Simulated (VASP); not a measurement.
KTaO3, 5 atoms in the cell. It takes space group P4/mmm (No. 123, tetragonal). Conventional cell: a = 3.988 Å, b = 3.988 Å, c = 4.028 Å, α = 90.00°, β = 90.00°, γ = 90.00°. Within 3.7 Å of K (site symmetry 4/mmm) lie 12 O at 2.82 to 2.83 Å and 8 Ta at 3.47 Å. Within 2.6 Å of Ta (site symmetry 4/mmm) lie 6 O at 1.99 to 2.01 Å. Within 2.6 Å of O (site symmetry mmm) lie 2 Ta at 1.99 Å. Within 2.7 Å of O (site symmetry 4/mmm) lie 2 Ta at 2.01 Å.  This cell differs from its parent crystal: zz strain of +1 %.

| Property | Result |
| --- | --- |
| Program | VASP 6.6.1 |
| Task | single point |
| Functional | PBE |
| Potentials or basis | VASP PAW PBE potentials, release 64 (K_sv, Ta_pv, O) |
| Cutoff | 520 eV |
| k mesh | 5 × 5 × 5 |
| Occupations | fermi-dirac, width 0.01 eV |
| Spin | no spin polarisation |
| Dipole correction | no |
| Further INCAR settings | ALGO = Normal; EDIFF = 1e-06; NBANDS = 27 |

Potentials or basis: VASP PAW PBE potentials, release 64 (K_sv, Ta_pv, O).

Command:

```console
$ cat potpaw_PBE.64/K_sv/POTCAR potpaw_PBE.64/Ta_pv/POTCAR potpaw_PBE.64/O/POTCAR > POTCAR
$ mpirun -np 1 vasp_std > vasp.out
```

Hardware: 1 thread of Intel Xeon 8259CL, with other jobs on the host.

Question: Estimate the wall time of this run.

Answer: Run time: 52 s on 1 thread of Intel Xeon 8259CL, with other jobs on the host, peak memory 0.18 GiB. Counts: scf iterations 14, k points 18.
